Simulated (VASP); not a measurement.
# AlAs (F-43m) in VASP: further runs

The runs below take AlAs through single point, with PBEsol.

All numbers are computed with VASP 6.6.1; they aren't measurements. Logs are shortened: lines on timing, memory, paths and dates and some standing lists are left out, and cuts for length are marked.

## 1. The cell of the first run

Symmetry: F-43m, No. 216, cubic system. Conventional cell: a = 5.717 Å, b = 5.717 Å, c = 5.717 Å, α = 90.00°, β = 90.00°, γ = 90.00°. Within 3.3 Å of Al (site symmetry -43m) lie 4 As at 2.48 Å. Within 3.3 Å of As (site symmetry -43m) lie 4 Al at 2.48 Å.

## 2. Single point, PBEsol

Input file INCAR:

```
SYSTEM = AlAs
PREC = Accurate ; ENCUT = 500
EDIFF = 1E-6 ; ISMEAR = 0
SIGMA = 0.01 ; LREAL = .FALSE.
LASPH = .TRUE. ; NELM = 120
ALGO = Normal ; ISIF = 2
LWAVE = .FALSE. ; LCHARG = .FALSE.
GGA = PS ; NBANDS = 11
GGA_COMPAT = .FALSE.
```

Input file KPOINTS:

```
regular mesh
0
G
  6 6 6
  0 0 0
```

Input file POSCAR:

```
AlAs
1.0
    0.0000000000      2.8584255850      2.8584255850
    2.8584255850      0.0000000000      2.8584255850
    2.8584255850      2.8584255850      0.0000000000
Al As
1 1
Direct
    0.0000000000      0.0000000000      0.0000000000
    0.2500000000      0.2500000000      0.2500000000
```

Potentials or basis: VASP PAW PBE potentials, release 64 (Al, As).

The run is started by

```
$ cat potpaw_PBE.64/Al/POTCAR potpaw_PBE.64/As/POTCAR > POTCAR
$ mpirun -np 1 vasp_std > vasp.out
```

OUTCAR:

```text
SYSTEM = AlAs
   PREC = Accurate
   ENCUT = 500
   EDIFF = 1E-6
   ISMEAR = 0
   LREAL = .FALSE.
   LASPH = .TRUE.
   NELM = 120
   ISIF = 2
   GGA = PS

 ion  position               nearest neighbor table
   1  0.000  0.000  0.000-   2 2.48   2 2.48   2 2.48   2 2.48
   2  0.250  0.250  0.250-   1 2.48   1 2.48   1 2.48   1 2.48

  LATTYP: Found a face centered cubic cell.
 ALAT       =     5.7168511700

  Lattice vectors:

 A1 = (   0.0000000000,   2.8584255850,   2.8584255850)
 A2 = (   2.8584255850,   0.0000000000,   2.8584255850)
 A3 = (   2.8584255850,   2.8584255850,   0.0000000000)

Analysis of symmetry for initial positions (statically):
=====================================================================
 Subroutine PRICEL returns:
 Original cell was already a primitive cell.

 Routine SETGRP: Setting up the symmetry group for a
 face centered cubic supercell.

 Subroutine GETGRP returns: Found 24 space group operations
 (whereof 24 operations were pure point group operations)
 out of a pool of 48 trial point group operations.

The static configuration has the point symmetry T_d .

Analysis of symmetry for dynamics (positions and initial velocities):
=====================================================================
 Subroutine PRICEL returns:
 Original cell was already a primitive cell.

 Routine SETGRP: Setting up the symmetry group for a
 face centered cubic supercell.

 Subroutine GETGRP returns: Found 24 space group operations
 (whereof 24 operations were pure point group operations)
 out of a pool of 48 trial point group operations.

The dynamic configuration has the point symmetry T_d .

 Subroutine INISYM returns: Found 24 space group operations
 (whereof 24 operations are pure point group operations),
 and found     1 'primitive' translations

----------------------------------------------------------------------------------------

                                     Primitive cell

  volume of cell :      46.7101

  direct lattice vectors                    reciprocal lattice vectors
     0.000000000  2.858425585  2.858425585    -0.174921468  0.174921468  0.174921468
     2.858425585  0.000000000  2.858425585     0.174921468 -0.174921468  0.174921468
     2.858425585  2.858425585  0.000000000     0.174921468  0.174921468 -0.174921468

  length of vectors
     4.042424229  4.042424229  4.042424229     0.302972870  0.302972870  0.302972870

[... 78 lines left out ...]
   ISYM   =      2    0-nonsym 1-usesym 2-fastsym
   POTIM  = 0.5000    time-step for ionic-motion
   TEBEG  =    0.0;   TEEND  =   0.0 temperature during run
   PSTRESS=    0.0 pullay stress
   NELECT =       8.0000    total number of electrons
   NUPDOWN=      -1.0000    fix difference up-down
   EMIN   =  10.00;   EMAX   =-10.00  energy-range for DOS
   EFERMI =   0.00;   METHOD = LEGACY
   ISMEAR =     0;   SIGMA  =   0.01  broadening in eV -4-tet -1-fermi 0-gaus
   EFERMI_NEDOS =   21; number of points for ismear=-14 and -15
   IALGO  =     38    algorithm
   IMIX   =      4    mixing-type and parameters
     AMIX     =   0.40;   BMIX     =  1.00
     AMIX_MAG =   1.60;   BMIX_MAG =  1.00
  volume/ion in A,a.u.               =      23.36       157.61
  Fermi-wavevector in a.u.,A,eV,Ry     =   0.909148  1.718041 11.245898  0.826550
  Thomas-Fermi vector in A             =   2.033158
   LORBIT       =      0    0 simple, 1 ext, 2 COOP (PROOUT), +10 PAW based schemes
   GGA     = PS    functional components
   LHFCALC =     F    Hartree Fock is set to
   AEXX    =    0.0000 exact exchange contribution
   IVDW    =     0    specifies the selected vdW correction
   LEPSILON=     F    determine dielectric tensor
   LRPA    =     F    only Hartree local field effects (RPA)
 non-spin polarized calculation
 Gauss-broadening in eV      SIGMA  =   0.01
  energy-cutoff  :      500.00
  volume of cell :       46.71
 maximum number of plane-waves:      1243
 NGX is ok and might be reduce to    30
   NGX = 15   NGY = 15   NGZ = 15

 number of electron       7.9999999 magnetization

 Free energy of the ion-electron system (eV)
  ---------------------------------------------------
  ext. energy  EPLUGINS =         0.00000000
  ---------------------------------------------------
  free energy    TOTEN  =       -10.05032454 eV

  energy without entropy =      -10.05032454  energy(sigma->0) =      -10.05032454

 E-fermi :   3.6736     XC(G=0):  -9.0801

 val. band max:        3.5603374550   @ k =   0.0000   0.0000   0.0000
 cond. band min:       4.9249236416   @ k =   0.5000   0.5000   0.0000
 fundamental gap:      1.3645861866
 Fermi energy:         3.6735620133

 k-point     1 :       0.0000    0.0000    0.0000
  band No.  band energies     occupation
      1      -8.1636      2.00000
      2       3.5603      2.00000
      3       3.5603      2.00000
      4       3.5603      2.00000
      5       5.3095      0.00000
      6       7.7690      0.00000
      7       7.7690      0.00000
      8       7.7690      0.00000
      9      12.1070      0.00000
     10      12.4884      0.00000
     11      12.4884      0.00000
[... 197 lines left out ...]
 k-point    16 :      -0.3333    0.5000    0.1667
  band No.  band energies     occupation
      1      -6.2574      2.00000
      2      -1.5543      2.00000
      3       0.6897      2.00000
      4       0.9291      2.00000
      5       6.6340      0.00000
      6       7.5585      0.00000
      7      10.4940      0.00000
      8      11.1948      0.00000
      9      13.8803      0.00000
     10      15.6257      0.00000
     11      15.8466      0.00000

------------------------ aborting loop because EDIFF is reached ----------------------------------------

  FORCE on cell =-STRESS in cart. coord.  units (eV):
  Direction    XX          YY          ZZ          XY          YZ          ZX
  --------------------------------------------------------------------------------------
  -------------------------------------------------------------------------------------
  Total       -0.3713297     -0.3713297     -0.3713297      0.0000000     -0.0000000      0.0000000
  in kB      -12.7367773    -12.7367773    -12.7367773      0.0000000     -0.0000000      0.0000000
  external PRESSURE =     -12.7367773 kB  Pullay stress =       0.0000000 kB

 VOLUME and BASIS-vectors are now :
 -----------------------------------------------------------------------------
  energy-cutoff  :      500.00
  volume of cell :       46.71
      direct lattice vectors                 reciprocal lattice vectors
     0.000000000  2.858425585  2.858425585    -0.174921468  0.174921468  0.174921468
     2.858425585  0.000000000  2.858425585     0.174921468 -0.174921468  0.174921468
     2.858425585  2.858425585  0.000000000     0.174921468  0.174921468 -0.174921468

 POSITION                                       TOTAL-FORCE (eV/Angst)
 -----------------------------------------------------------------------------------
      0.00000      0.00000      0.00000        -0.000000     -0.000000     -0.000000
      1.42921      1.42921      1.42921         0.000000      0.000000      0.000000
 -----------------------------------------------------------------------------------
    total drift:                               -0.000000     -0.000000     -0.000000

  FREE ENERGIE OF THE ION-ELECTRON SYSTEM (eV)
  ---------------------------------------------------
  free  energy   TOTEN  =       -10.0503245417 eV

  energy  without entropy=      -10.0503245417  energy(sigma->0) =      -10.05032454
```

It used 12 s of CPU time on 1 thread of AMD EPYC 7R13 Processor (Zen 3), on a shared host.

Results:

| Quantity | Value |
| --- | --- |
| Free energy | -10.0503 eV |
| Pressure | -1.3 GPa |
| Band gap on the k mesh | 1.36 eV, indirect (least direct gap 1.75 eV) |

Caveat: the PAW data sets were made with another functional, which shifts forces and pressure a little. As with any semilocal functional, this PBEsol gap is likely too small.

## 3. Single point, PBEsol

This run uses another cell than the first one, of 24.04 Å³/atom, 1.029 times its volume.

Input file INCAR:

```
SYSTEM = AlAs
ALGO     = Normal         ! electronic algorithm
EDIFF    = 1E-6           ! SCF threshold, eV
ENCUT    = 500            ! plane-wave cutoff, eV
GGA      = PS             ! functional
GGA_COMPAT= .FALSE.      
ISIF     = 2              ! what is computed and relaxed
ISMEAR   = 0              ! smearing method
LASPH    = .TRUE.         ! aspherical terms in the spheres
LCHARG   = .TRUE.         ! write CHGCAR
LELF     = .TRUE.         ! ELF
LREAL    = .FALSE.        ! projectors in reciprocal space
LVHAR    = .TRUE.       
LWAVE    = .FALSE.        ! write WAVECAR
NBANDS   = 11             ! bands
NELM     = 120            ! most SCF steps
PREC     = Accurate       ! precision mode
SIGMA    = 0.01           ! smearing width, eV
```

Input file KPOINTS:

```
k-points
0
G
  6 6 6
  0 0 0
```

Input file POSCAR:

```
AlAs
1.0
    0.0000000000      2.8859121326      2.8859121326
    2.8859121326      0.0000000000      2.8859121326
    2.8859121326      2.8859121326      0.0000000000
Al As
1 1
Direct
    0.0000000000      0.0000000000      0.0000000000
    0.2500000000      0.2500000000      0.2500000000
```

Potentials or basis: VASP PAW PBE potentials, release 64 (Al, As).

The run is started by

```
$ cat potpaw_PBE.64/Al/POTCAR potpaw_PBE.64/As/POTCAR > POTCAR
$ mpirun -np 1 vasp_std > vasp.out
```

It used 13 s of CPU time on 1 thread of AMD EPYC 7R13 Processor (Zen 3) (shared host).

It converged, with:

- Free energy: -10.0317 eV
- Pressure: -3.1 GPa
- Band gap on the k mesh: 1.41 eV, indirect (least direct gap 1.53 eV)

Levels at points of the mesh, in eV from the valence-band top:
| k point | band 2 | band 3 | band 4 | band 5 | band 6 | band 7 |
| --- | --- | --- | --- | --- | --- | --- |
| (0.00, 0.00, 0.00) | 0.00 | 0.00 | 0.00 | 1.53 | 4.16 | 4.16 |
| (0.50, 0.00, 0.00) | -5.35 | -0.79 | -0.79 | 1.87 | 4.58 | 4.58 |
| (0.50, 0.50, 0.00) | -5.25 | -2.06 | -2.06 | 1.41 | 2.21 | 9.83 |

Caveat: the PAW data sets were made with another functional, which shifts forces and pressure a little. A k mesh can miss the band edges.
